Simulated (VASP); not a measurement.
**Nb: single point with PBE**

The system is Nb.

```xyz
1
Lattice="0.0000 2.0660 2.0660 2.0660 0.0000 2.0660 2.0660 2.0660 0.0000" Properties=species:S:1:pos:R:3 pbc="T T T"
Nb    0.0000    0.0000    0.0000
```

```json
{
  "Program": "VASP 6.6.1",
  "Task": "single point",
  "Functional": "PBE",
  "Potentials or basis": "VASP PAW PBE potentials, release 64 (Nb_sv)",
  "Cutoff": "520 eV",
  "k mesh": "22 × 22 × 22",
  "Occupations": "fermi-dirac, width 0.0612256 eV",
  "Spin": "no spin polarisation"
}
```

The pressure is 11.0 GPa.

Levels at points of the mesh, in eV from the Fermi level:
```csv
k point,band 2,band 3,band 4,band 5,band 6,band 7,band 8,band 9,band 10,band 11
"(0.00, 0.00, 0.00)",-30.00,-30.00,-30.00,-6.38,0.05,0.05,0.05,2.88,2.88,11.88
"(0.50, 0.00, 0.00)",-31.44,-30.18,-30.18,-4.08,-0.16,-0.16,1.61,5.02,5.02,11.33
"(0.50, 0.50, 0.00)",-31.34,-30.51,-30.51,-4.41,-3.64,3.97,5.01,5.64,5.64,11.76
```

Run time: 28 s on 1 thread of Intel(R) Xeon(R) Platinum 8488C (Sapphire Rapids) (shared host), peak memory 0.19 GiB.
